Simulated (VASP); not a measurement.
# Si2W (I4/mmm) in VASP: single point with PBE

Aim: the single point of Si2W with PBE.

Everything below comes from runs of VASP 6.6.1. Logs are shortened: lines on timing, memory, paths and dates and some standing lists are left out, and cuts for length are marked.

**1. The cell of the first run**

The structure is tetragonal, space group I4/mmm (No. 139). Conventional cell: a = 3.274 Å, b = 3.274 Å, c = 7.957 Å, α = 90.00°, β = 90.00°, γ = 90.00°. Within 3.5 Å of Si (site symmetry 4mm) lie 9 Si at 2.62 to 3.27 Å and 5 W at 2.66 to 2.67 Å. Within 3.5 Å of W (site symmetry 4/mmm) lie 10 Si at 2.66 to 2.67 Å and 4 W at 3.27 Å.

**2. Single point, PBE (14.22 Å³/atom)**

INCAR reads:

```
  PREC = Accurate
  ENCUT = 520
  EDIFF = 1E-6
  ISMEAR = 0
  SIGMA = 0.05
  LREAL = F
  LASPH = T
  NELM = 100
  ALGO = Normal
  ISIF = 2
  LWAVE = F
  LCHARG = F
  GGA = PE
  NBANDS = 18
```

KPOINTS reads:

```
regular mesh
0
Gamma
  18 18 18
```

POSCAR reads:

```
Si2W
1.0
   -1.6371331867      1.6371331867      3.9786267421
    1.6371331867     -1.6371331867      3.9786267421
    1.6371331867      1.6371331867     -3.9786267421
Si W
2 1
Direct
    0.3352388285      0.3352388285      0.0000000000
    0.6647611715      0.6647611715      0.0000000000
    0.0000000000      0.0000000000      0.0000000000
```

Potentials or basis: VASP PAW PBE potentials, release 64 (Si, W_sv).

The run is started by

```
> cat potpaw_PBE.64/Si/POTCAR potpaw_PBE.64/W_sv/POTCAR > POTCAR
> mpirun -np 1 vasp_std > vasp.out
```

OUTCAR:

```text
PREC = Accurate
   ENCUT = 520
   EDIFF = 1E-6
   ISMEAR = 0
   LREAL = F
   LASPH = T
   NELM = 100
   ISIF = 2
   GGA = PE

 ion  position               nearest neighbor table
   1  0.335  0.335  0.000-   2 2.62   3 2.66   3 2.66   3 2.66   3 2.66   3 2.67   2 2.68   2 2.68
                             2 2.68   2 2.68
   2  0.665  0.665  0.000-   1 2.62   3 2.66   3 2.66   3 2.66   3 2.66   3 2.67   1 2.68   1 2.68
                             1 2.68   1 2.68
   3  0.000  0.000  0.000-   2 2.66   2 2.66   2 2.66   1 2.66   2 2.66   1 2.66   1 2.66   1 2.66
                             1 2.67   2 2.67

  LATTYP: Found a body centered tetragonal cell.
 ALAT       =     3.2742663734
 C/A-ratio  =     2.4302401139

  Lattice vectors:

 A1 = (  -1.6371331867,   1.6371331867,   3.9786267421)
 A2 = (   1.6371331867,  -1.6371331867,   3.9786267421)
 A3 = (   1.6371331867,   1.6371331867,  -3.9786267421)

Analysis of symmetry for initial positions (statically):
=====================================================================
 Subroutine PRICEL returns:
 Original cell was already a primitive cell.

 Routine SETGRP: Setting up the symmetry group for a
 body centered tetragonal supercell.

 Subroutine GETGRP returns: Found 16 space group operations
 (whereof 16 operations were pure point group operations)
 out of a pool of 16 trial point group operations.

The static configuration has the point symmetry D_4h.

Analysis of symmetry for dynamics (positions and initial velocities):
=====================================================================
 Subroutine PRICEL returns:
 Original cell was already a primitive cell.

 Routine SETGRP: Setting up the symmetry group for a
 body centered tetragonal supercell.

 Subroutine GETGRP returns: Found 16 space group operations
 (whereof 16 operations were pure point group operations)
 out of a pool of 16 trial point group operations.

The dynamic configuration has the point symmetry D_4h.

 Subroutine INISYM returns: Found 16 space group operations
 (whereof 16 operations are pure point group operations),
 and found     1 'primitive' translations

----------------------------------------------------------------------------------------

                                     Primitive cell

  volume of cell :      42.6541

  direct lattice vectors                    reciprocal lattice vectors
    -1.637133187  1.637133187  3.978626742     0.000000000  0.305411926  0.125671502
     1.637133187 -1.637133187  3.978626742     0.305411926  0.000000000  0.125671502
     1.637133187  1.637133187 -3.978626742     0.305411926  0.305411926  0.000000000

  length of vectors
     4.603246778  4.603246778  4.603246778     0.330257129  0.330257129  0.431917688

  position of ions in fractional coordinates (direct lattice)
     0.335238829  0.335238829  0.000000000
     0.664761171  0.664761171  0.000000000
     0.000000000  0.000000000  0.000000000

  ion indices of the primitive-cell ions
   primitive index   ion index
                 1           1
                 2           2
                 3           3

----------------------------------------------------------------------------------------

 KPOINTS: regular mesh

Automatic generation of k-mesh.
 Grid dimensions read from file:
 generate k-points for:   18   18   18

 Generating k-lattice:

  Cartesian coordinates                     Fractional coordinates (reciprocal lattice)
     0.000000000  0.016967329  0.006981750     0.055555556  0.000000000  0.000000000
     0.016967329  0.000000000  0.006981750     0.000000000  0.055555556  0.000000000
     0.016967329  0.016967329  0.000000000     0.000000000  0.000000000  0.055555556

  Length of vectors
     0.018347618  0.018347618  0.023995427

  Shift w.r.t. Gamma in fractional coordinates (k-lattice)
     0.000000000  0.000000000  0.000000000

 Subroutine IBZKPT returns following result:
 ===========================================

 Found    480 irreducible k-points:

 Following reciprocal coordinates:
            Coordinates               Weight
  0.000000  0.000000  0.000000      1.000000
  0.055556 -0.000000  0.000000      8.000000
  0.111111 -0.000000  0.000000      8.000000
  0.166667 -0.000000  0.000000      8.000000
  0.222222 -0.000000  0.000000      8.000000
  0.277778  0.000000  0.000000      8.000000
[... 16 lines left out ...]
 -0.277778  0.055556  0.000000     16.000000
 -0.222222  0.055556 -0.000000     16.000000
 [... further k-points ...]
   k-points           NKPTS =    480   k-points in BZ     NKDIM =    480   number of bands    NBANDS=     18
   number of dos      NEDOS =    301   number of ions     NIONS =      3
   total plane-waves  NPLWV =  46656
   dimension x,y,z NGX =    36 NGY =   36 NGZ =   36
   dimension x,y,z NGXF=    72 NGYF=   72 NGZF=   72
   ions per type =               2   1
   NGX,Y,Z   is equivalent  to a cutoff of  13.00, 13.00, 13.00 a.u.
   NGXF,Y,Z  is equivalent  to a cutoff of  26.00, 26.00, 26.00 a.u.
 SYSTEM =  unknown system
   PREC   = accura    normal or accurate (medium, high low for compatibility)
   ISTART =      0    job   : 0-new  1-cont  2-samecut
   ICHARG =      2    charge: 1-file 2-atom 10-const
   ISPIN  =      1    spin polarized calculation?
   LNONCOLLINEAR =      F non collinear calculations
   LSORBIT =      F    spin-orbit coupling
   LASPH  =      T    aspherical Exc in radial PAW
   ENCUT  =  520.0 eV  38.22 Ry    6.18 a.u.   8.56  8.56  8.56*2*pi/ulx,y,z
   NELM   =    100;   NELMIN=  2; NELMDL= -5     # of ELM steps
   EDIFF  = 0.1E-05   stopping-criterion for ELM
   LREAL  =      F    real-space projection
   EDIFFG = 0.1E-04   stopping-criterion for IOM
   NSW    =      0    number of steps for IOM
   IBRION =     -1    ionic relax: 0-MD 1-quasi-New 2-CG
   NFREE  =      0    steps in history (QN), initial steepest desc. (CG)
   ISIF   =      2    stress and relaxation
   ISYM   =      2    0-nonsym 1-usesym 2-fastsym
   POTIM  = 0.5000    time-step for ionic-motion
   TEBEG  =    0.0;   TEEND  =   0.0 temperature during run
   PSTRESS=    0.0 pullay stress
   NELECT =      22.0000    total number of electrons
   NUPDOWN=      -1.0000    fix difference up-down
   EMIN   =  10.00;   EMAX   =-10.00  energy-range for DOS
   EFERMI =   0.00;   METHOD = LEGACY
   ISMEAR =     0;   SIGMA  =   0.05  broadening in eV -4-tet -1-fermi 0-gaus
   EFERMI_NEDOS =   21; number of points for ismear=-14 and -15
   IALGO  =     38    algorithm
   IMIX   =      4    mixing-type and parameters
     AMIX     =   0.40;   BMIX     =  1.00
     AMIX_MAG =   1.60;   BMIX_MAG =  1.00
  volume/ion in A,a.u.               =      14.22        95.95
  Fermi-wavevector in a.u.,A,eV,Ry     =   1.312891  2.481004 23.452126  1.723683
  Thomas-Fermi vector in A             =   2.443252
   LORBIT       =      0    0 simple, 1 ext, 2 COOP (PROOUT), +10 PAW based schemes
   GGA     = PE    functional components
   LHFCALC =     F    Hartree Fock is set to
   AEXX    =    0.0000 exact exchange contribution
   IVDW    =     0    specifies the selected vdW correction
   LEPSILON=     F    determine dielectric tensor
   LRPA    =     F    only Hartree local field effects (RPA)
 non-spin polarized calculation
 Gauss-broadening in eV      SIGMA  =   0.05
  energy-cutoff  :      520.00
  volume of cell :       42.65
 maximum number of plane-waves:      1166
 NGX is ok and might be reduce to    36
   NGX = 17   NGY = 17   NGZ = 17

 number of electron      22.0000001 magnetization

 Free energy of the ion-electron system (eV)
  ---------------------------------------------------
  ext. energy  EPLUGINS =         0.00000000
  ---------------------------------------------------
  free energy    TOTEN  =       -24.77524200 eV

  energy without entropy =      -24.77497071  energy(sigma->0) =      -24.77510636

 E-fermi :  11.2067     XC(G=0): -12.2749

 val. band max:       11.2056733714   @ k =  -0.4444  -0.4444   0.2778
 cond. band min:      11.2237870446   @ k =   0.2778   0.2778   0.2222
 fundamental gap:      0.0181136732
 Fermi energy:        11.2067134176

 k-point     1 :       0.0000    0.0000    0.0000
  band No.  band energies     occupation
      1     -62.7673      2.00000
      2     -26.9858      2.00000
      3     -26.9858      2.00000
      4     -26.9738      2.00000
      5      -2.4242      2.00000
      6       4.6878      2.00000
[... 10 lines left out ...]
     17      16.5756      0.00000
     18      16.5756      0.00000

 k-point     2 :       0.0556   -0.0000    0.0000
  band No.  band energies     occupation
      1     -62.7672      2.00000
      2     -26.9911      2.00000
      3     -26.9853      2.00000
      4     -26.9734      2.00000
      5      -2.3681      2.00000
      6       4.6856      2.00000
[... 10 lines left out ...]
     17      16.5790      0.00000
     18      16.8057      0.00000

 k-point     3 :       0.1111   -0.0000    0.0000
  band No.  band energies     occupation
      1     -62.7667      2.00000
      2     -27.0063      2.00000
      3     -26.9839      2.00000
      4     -26.9723      2.00000
      5      -2.2007      2.00000
      6       4.6699      2.00000
[... 10 lines left out ...]
     17      16.6286      0.00000
     18      17.3719      0.00000

 k-point     4 :       0.1667   -0.0000    0.0000
  band No.  band energies     occupation
      1     -62.7660      2.00000
      2     -27.0295      2.00000
      3     -26.9818      2.00000
      4     -26.9705      2.00000
      5      -1.9256      2.00000
      6       4.6083      2.00000
[... 375 lines left out ...]
      4     -26.9630      2.00000
      5      -0.5579      2.00000
      6       3.7382      2.00000
[... 10 lines left out ...]
     17      18.1632      0.00000
     18      19.0852      0.00000

 k-point    23 :      -0.2778    0.0556    0.0000
  band No.  band energies     occupation
      1     -62.7639      2.00000
      2     -27.0873      2.00000
      3     -26.9816      2.00000
      4     -26.9651      2.00000
      5      -1.1019      2.00000
      6       4.3127      2.00000
[... 10 lines left out ...]
     17      17.7770      0.00000
     18      19.0269      0.00000

 k-point    24 :      -0.2222    0.0556   -0.0000
  band No.  band energies     occupation
      1     -62.7649      2.00000
      2     -27.0573      2.00000
      3     -26.9844      2.00000
      4     -26.9674      2.00000
      5      -1.5591      2.00000
      6       4.7127      2.00000
[... 10 lines left out ...]
     17      17.1211      0.00000
     18      19.1713      0.00000

 [... further k-points ...]

------------------------ aborting loop because EDIFF is reached ----------------------------------------

  FORCE on cell =-STRESS in cart. coord.  units (eV):
  Direction    XX          YY          ZZ          XY          YZ          ZX
  --------------------------------------------------------------------------------------
  -------------------------------------------------------------------------------------
  Total       -2.0613423     -2.0613423     -2.0857691      0.0000000      0.0000000     -0.0000000
  in kB      -77.4282571    -77.4282571    -78.3457773      0.0000000      0.0000000     -0.0000000
  external PRESSURE =     -77.7340972 kB  Pullay stress =       0.0000000 kB

 VOLUME and BASIS-vectors are now :
 -----------------------------------------------------------------------------
  energy-cutoff  :      520.00
  volume of cell :       42.65
      direct lattice vectors                 reciprocal lattice vectors
    -1.637133187  1.637133187  3.978626742     0.000000000  0.305411926  0.125671502
     1.637133187 -1.637133187  3.978626742     0.305411926  0.000000000  0.125671502
     1.637133187  1.637133187 -3.978626742     0.305411926  0.305411926  0.000000000

 POSITION                                       TOTAL-FORCE (eV/Angst)
 -----------------------------------------------------------------------------------
      0.00000      0.00000      2.66758         0.000000      0.000000     -0.002973
      0.00000      0.00000      5.28967         0.000000      0.000000      0.002973
      0.00000      0.00000      0.00000        -0.000000     -0.000000      0.000000
 -----------------------------------------------------------------------------------
    total drift:                                0.000000      0.000000     -0.000000

  FREE ENERGIE OF THE ION-ELECTRON SYSTEM (eV)
  ---------------------------------------------------
  free  energy   TOTEN  =       -24.7752419954 eV

  energy  without entropy=      -24.7749707150  energy(sigma->0) =      -24.77510636
```

Run time: 6.3 min. Hardware: 1 thread of Intel Xeon Platinum 8375C at 2.90GHz (Ice Lake), shared host; peak memory 0.48 GiB.

What came out:

* Free energy: -24.7752 eV
* Pressure: -7.8 GPa
* Band gap on the k mesh: zero (bands 11 and 12 overlap by 1.15 eV)

Forces in eV/Å, atoms in the order of the input:
```
Si   0.000  0.000 -0.003
Si   0.000  0.000  0.003
W    0.000  0.000  0.000
```

Caveat: the cell stands under tension; spin-orbit coupling is left out, which moves the levels of the heavy elements.
